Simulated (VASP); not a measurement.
# Al3N in VASP: a series of runs, part 2 of 2

VASP 6.6.1.

### 3 Single point, PBE, collinear spin, ferromagnetic start

INCAR reads:

```
SYSTEM = Al3N
ALGO = Normal
DIPOL = 0.5 0.5 0.327
EDIFF = 1E-6
ENCUT = 520
GGA = PE
IDIPOL = 3
ISIF = 2
ISMEAR = 0
ISPIN = 2
LASPH = .TRUE.
LCHARG = .FALSE.
LDIPOL = .TRUE.
LORBIT = 11
LREAL = .FALSE.
LWAVE = .FALSE.
MAGMOM = 0 0 0 3
NBANDS = 19
NELM = 150
PREC = Accurate
SIGMA = 0.1
```

KPOINTS reads:

```
k-points
0
G
  9 9 1
  0 0 0
```

POSCAR reads:

```
Al3N
1.0
    2.8567582918      0.0000000000      0.0000000000
    0.0000000000      2.8567582918      0.0000000000
    0.0000000000      0.0000000000     21.1746954317
Al N
3 1
Direct
    0.5000000000      0.5000000000      0.1889047242
    0.0000000000      0.0000000000      0.2873641967
    0.5000000000      0.5000000000      0.3860596464
    0.5000000000      1.0000000000      0.4455646345
```

Potentials or basis: VASP PAW PBE potentials, release 64 (Al, N).

Launch:

```console
cat potpaw_PBE.64/Al/POTCAR potpaw_PBE.64/N/POTCAR > POTCAR
mpirun -np 1 vasp_std > vasp.out
```

It took 2.4 min on 1 thread of Intel Xeon 6975P-C (Granite Rapids), shared host; peak memory 0.42 GiB.

It converged, with:

```yaml
Free_energy: -16.9728 eV
Largest_force: 2.265 eV/Å
Band_gap_on_the_k_mesh: zero (filled and empty bands overlap)
Net_moment: 0.00 μB per cell
Valence_electrons_inside_the_program's_atomic_spheres: Al 0.76, 0.79; N 3.50
```

Forces in eV/Å, atoms in the order of the input:
```
Al   0.000  0.000 -0.119
Al   0.000  0.000 -0.067
Al   0.000  0.000  2.265
N    0.000  0.000 -2.079
```

Levels at points of the mesh, in eV from the Fermi level:
Spin up:
| k point | band 3 | band 4 | band 5 | band 6 | band 7 | band 8 | band 9 | band 10 | band 11 | band 12 |
| --- | --- | --- | --- | --- | --- | --- | --- | --- | --- | --- |
| (0.00, 0.00, 0.00) | -7.26 | -3.77 | -1.17 | -0.12 | 0.81 | 1.89 | 4.07 | 5.34 | 6.43 | 6.71 |
Spin down:
| k point | band 4 | band 5 | band 6 | band 7 | band 8 | band 9 | band 10 | band 11 |
| --- | --- | --- | --- | --- | --- | --- | --- | --- |
| (0.00, 0.00, 0.00) | -3.77 | -1.17 | -0.12 | 0.81 | 1.89 | 4.04 | 5.29 | 6.41 |

### 4 Single point, PBE, collinear spin, ferromagnetic start

INCAR reads:

```
PREC = Accurate
ENCUT = 520
EDIFF = 1E-6
ISMEAR = 0
SIGMA = 0.1
LREAL = False
LASPH = True
NELM = 150
ALGO = Normal
ISIF = 2
LWAVE = False
LCHARG = False
ISPIN = 2
MAGMOM = 0 0 0 3
LORBIT = 11
LDIPOL = True
IDIPOL = 3
DIPOL = 0.5 0.5 0.337
GGA = PE
NBANDS = 19
```

KPOINTS reads:

```
regular mesh
0
Gamma
  9 9 1
```

POSCAR: that of step 3 with these lines changed.

```diff
@@ -11,2 +11,2 @@
     0.5000000000      0.5000000000      0.3860596464
-    0.5000000000      1.0000000000      0.4455646345
+    0.5000000000      1.0000000000      0.4838178412
```

Launch:

```console
cat potpaw_PBE.64/Al/POTCAR potpaw_PBE.64/N/POTCAR > POTCAR
mpirun -np 1 vasp_std > vasp.out
```

Wall time 2.3 min (1 thread of Intel Xeon 6975P-C (Granite Rapids), shared host); peak memory 0.42 GiB.

It converged, with:

```
Free energy                                           : -14.5375 eV
Largest force                                         : 2.509 eV/Å
Net moment                                            : 1.71 μB per cell
Site moments                                          : Al -0.01, -0.04; N +1.30 μB
Valence electrons inside the program's atomic spheres : Al 0.76, 0.72; N 3.31
```

Forces in eV/Å, atoms in the order of the input:
```
Al   0.000  0.000 -0.109
Al   0.000  0.000  0.131
Al   0.000  0.000  2.487
N    0.000  0.000 -2.509
```

Levels at points of the mesh, in eV from the Fermi level:
Spin up:
```csv
k point,band 4,band 5,band 6,band 7,band 8,band 9,band 10,band 11,band 12,band 13
"(0.00, 0.00, 0.00)",-4.78,-2.49,-0.34,-0.24,0.26,3.23,4.70,6.04,6.20,6.39
```
Spin down:
| k point | band 3 | band 4 | band 5 | band 6 | band 7 | band 8 | band 9 | band 10 |
| --- | --- | --- | --- | --- | --- | --- | --- | --- |
| (0.00, 0.00, 0.00) | -7.94 | -4.64 | -1.83 | 1.06 | 2.57 | 3.11 | 3.38 | 4.74 |

### 5 Single point, PBE, collinear spin, ferromagnetic start

INCAR reads:

```
ALGO     = Normal         # electronic algorithm
DIPOL    = 0.5 0.5 0.347
EDIFF    = 1E-6           # SCF threshold, eV
ENCUT    = 520            # plane-wave cutoff, eV
GGA      = PE             # functional
IDIPOL   = 3            
ISIF     = 2              # what is computed and relaxed
ISMEAR   = 0              # smearing method
ISPIN    = 2              # spin polarisation
LASPH    = True           # aspherical terms in the spheres
LCHARG   = False          # write CHGCAR
LDIPOL   = True         
LORBIT   = 11             # projections on sites
LREAL    = False          # projectors in reciprocal space
LWAVE    = False          # write WAVECAR
MAGMOM   = 0 0 0 3        # initial moments
NBANDS   = 19             # bands
NELM     = 150            # most SCF steps
PREC     = Accurate       # precision mode
SIGMA    = 0.1            # smearing width, eV
```

KPOINTS reads:

```
k-points
0
Gamma
  9 9 1
```

POSCAR: that of step 4 with these lines changed.

```diff
@@ -11,2 +11,2 @@
     0.5000000000      0.5000000000      0.3860596464
-    0.5000000000      1.0000000000      0.4838178412
+    0.5000000000      1.0000000000      0.5263214041
```

Potentials or basis: VASP PAW PBE potentials, release 64 (Al, N).

Launch:

```console
cat potpaw_PBE.64/Al/POTCAR potpaw_PBE.64/N/POTCAR > POTCAR
mpirun -np 1 vasp_std > vasp.out
```

OUTCAR:

```text
EDIFF = 1E-6
   ENCUT = 520
   GGA = PE
   ISIF = 2
   ISMEAR = 0
   ISPIN = 2
   LASPH = True
   LORBIT = 11
   LREAL = False
   NELM = 150
   PREC = Accurate

 ion  position               nearest neighbor table
   1  0.500  0.500  0.189-   2 2.90   2 2.90   2 2.90   2 2.90
   2  0.000  0.000  0.287-   1 2.90   1 2.90   1 2.90   1 2.90   3 2.91   3 2.91   3 2.91   3 2.91

   3  0.500  0.500  0.386-   2 2.91   2 2.91   2 2.91   2 2.91
   4  0.500  0.000  0.526-

[... 1293 lines left out ...]
      direct lattice vectors                 reciprocal lattice vectors
     2.856758292  0.000000000  0.000000000     0.350047116  0.000000000  0.000000000
     0.000000000  2.856758292  0.000000000     0.000000000  0.350047116  0.000000000
     0.000000000  0.000000000 21.174695432     0.000000000  0.000000000  0.047226181

 POSITION                                       TOTAL-FORCE (eV/Angst)
 -----------------------------------------------------------------------------------
      1.42838      1.42838      4.00000         0.000000      0.000000     -0.167224
      0.00000      0.00000      6.08485         0.000000      0.000000      0.024775
      1.42838      1.42838      8.17470         0.000000      0.000000      0.527315
      1.42838      0.00000     11.14470         0.000000      0.000000     -0.384866
 -----------------------------------------------------------------------------------
    total drift:                                0.000000     -0.000000      0.000055

  FREE ENERGIE OF THE ION-ELECTRON SYSTEM (eV)
  ---------------------------------------------------
  free  energy   TOTEN  =       -13.4298505696 eV

  energy  without entropy=      -13.4210002830  energy(sigma->0) =      -13.42542543

 vacuum level on the upper side and lower side of the slab         5.336         3.428

 total charge

# of ion       s       p       d       tot
------------------------------------------
    1        0.473   0.287   0.000   0.760
    2        0.428   0.327   0.000   0.755
    3        0.471   0.278   0.000   0.749
    4        1.361   1.933   0.000   3.294
--------------------------------------------------
tot          2.732   2.826   0.000   5.558

 magnetization (x)

# of ion       s       p       d       tot
------------------------------------------
    1        0.003   0.002   0.000   0.005
    2        0.001  -0.000   0.000   0.001
    3        0.004  -0.008   0.000  -0.004
    4        0.045   1.804   0.000   1.849
--------------------------------------------------
tot          0.053   1.798   0.000   1.851
```

Wall time 7.4 min (1 thread of Intel Xeon 8259CL, shared host); peak memory 0.42 GiB.

Results:

```yaml
Free_energy: -13.4299 eV
Largest_force: 0.527 eV/Å
Net_moment: 2.78 μB per cell
Site_moments: Al +0.01, +0.00, -0.00; N +1.85 μB
Valence_electrons_inside_the_program's_atomic_spheres: Al 0.76, 0.75; N 3.29
```

Forces in eV/Å, atoms in the order of the input:
```
Al   0.000  0.000 -0.167
Al   0.000  0.000  0.025
Al   0.000  0.000  0.527
N    0.000  0.000 -0.385
```

Levels at points of the mesh, in eV from the Fermi level:
Spin up:
```tsv
k point	band 5	band 6	band 7	band 8	band 9	band 10	band 11	band 12
(0.00, 0.00, 0.00)	-2.98	-1.30	-0.96	-0.92	2.39	4.31	5.53	5.97
```
Spin down:
| k point | band 1 | band 2 | band 3 | band 4 | band 5 | band 6 | band 7 | band 8 | band 9 | band 10 |
| --- | --- | --- | --- | --- | --- | --- | --- | --- | --- | --- |
| (0.00, 0.00, 0.00) | -10.44 | -10.24 | -8.17 | -4.94 | -2.00 | 0.77 | 2.69 | 3.38 | 3.47 | 4.38 |
